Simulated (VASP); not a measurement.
Input of a VASP 6.6.1 run:

The input INCAR:

```
PREC     = Accurate       # precision mode
ENCUT    = 520            # plane-wave cutoff, eV
EDIFF    = 1E-6           # SCF threshold, eV
ISMEAR   = 0              # smearing method
SIGMA    = 0.15           # smearing width, eV
LREAL    = Auto         
LASPH    = T              # aspherical terms in the spheres
NELM     = 80             # most SCF steps
ALGO     = Normal         # electronic algorithm
ISIF     = 2              # what is computed and relaxed
LWAVE    = F              # write WAVECAR
LCHARG   = T              # write CHGCAR
GGA      = PE             # functional
LELF     = T              # ELF
LVHAR    = T            
NBANDS   = 128            # bands
```

KPOINTS

```
regular mesh
0
Gamma
  3 3 1
```

POSCAR

```
W12C13
1.0
    5.6929600000      0.0000000000      0.0000000000
   -2.8464800000      4.9302480000      0.0000000000
    0.0000000000      0.0000000000     18.9885500000
W C
12 13
Direct
    0.0000000000      0.0000000000      0.0526633155
    0.0011783005     -0.0011786425      0.2037234544
    0.0050257736     -0.0050267248      0.3611657552
    0.0000000000      0.5000000000      0.0526633155
    0.0000150116      0.4984108304      0.2031199855
    0.0008851811      0.4940798110      0.3574371924
    0.5000000000      0.0000000000      0.0526633155
    0.5015888257     -0.0000154150      0.2031199855
    0.5059191627     -0.0008861623      0.3574372451
    0.5000000000      0.5000000000      0.0526633155
    0.5004587910      0.4995407939      0.2020117913
    0.4990153754      0.5009835205      0.3487407411
    0.3333333333      0.1666666667      0.1262713583
    0.3318482326      0.1633230215      0.2765437593
    0.3560922235      0.1945289568      0.4290565104
    0.3333333333      0.6666666667      0.1262713583
    0.3338522911      0.6661472202      0.2758371756
    0.3325136558      0.6674850839      0.4163941428
    0.8333333333      0.1666666667      0.1262713583
    0.8368699841      0.1631293193      0.2781120201
    0.8390234403      0.1609752694      0.4197487960
    0.8333333333      0.6666666667      0.1262713583
    0.8366763441      0.6681511762      0.2765437593
    0.8054699362      0.6439065540      0.4290565630
    0.5733028351      0.4266947626      0.4538643024
```

Potentials or basis: VASP PAW PBE potentials, release 64 (W_sv, C).

The run is started by

```bash
$ cat potpaw_PBE.64/W_sv/POTCAR potpaw_PBE.64/C/POTCAR > POTCAR
$ mpirun -np 1 vasp_std > vasp.out
```

Q: What does it give for the largest force?

A: 0.472 eV/Å.

Q: What does it give for the band gap on the k mesh?

A: Zero (bands 110 and 111 overlap by 0.82 eV).

Forces on the atoms (eV/Å):
```
W    0.038 -0.022  0.439
W    0.000  0.000 -0.006
W    0.030 -0.017 -0.014
W    0.000 -0.033  0.379
W    0.001 -0.002 -0.007
W   -0.019  0.003 -0.002
W    0.028  0.016  0.379
W    0.003  0.000 -0.007
W   -0.012  0.015 -0.002
W    0.015 -0.009  0.242
W    0.001  0.000 -0.016
W   -0.007  0.004 -0.058
C    0.020 -0.129 -0.429
C    0.003 -0.013 -0.009
C   -0.043 -0.041  0.035
C   -0.078  0.045 -0.464
C   -0.004  0.003 -0.007
C    0.024 -0.014  0.111
C    0.003 -0.002 -0.405
C    0.008 -0.004  0.017
C    0.011 -0.006  0.105
C    0.122  0.047 -0.429
C    0.013  0.004 -0.009
C    0.014  0.057  0.035
C   -0.169  0.098  0.117
```

Caveat: the k points lie up to 0.42 Å⁻¹ apart, too coarse for converged energies and pressures of a metal; spin-orbit coupling is left out, which moves the levels of the heavy elements.
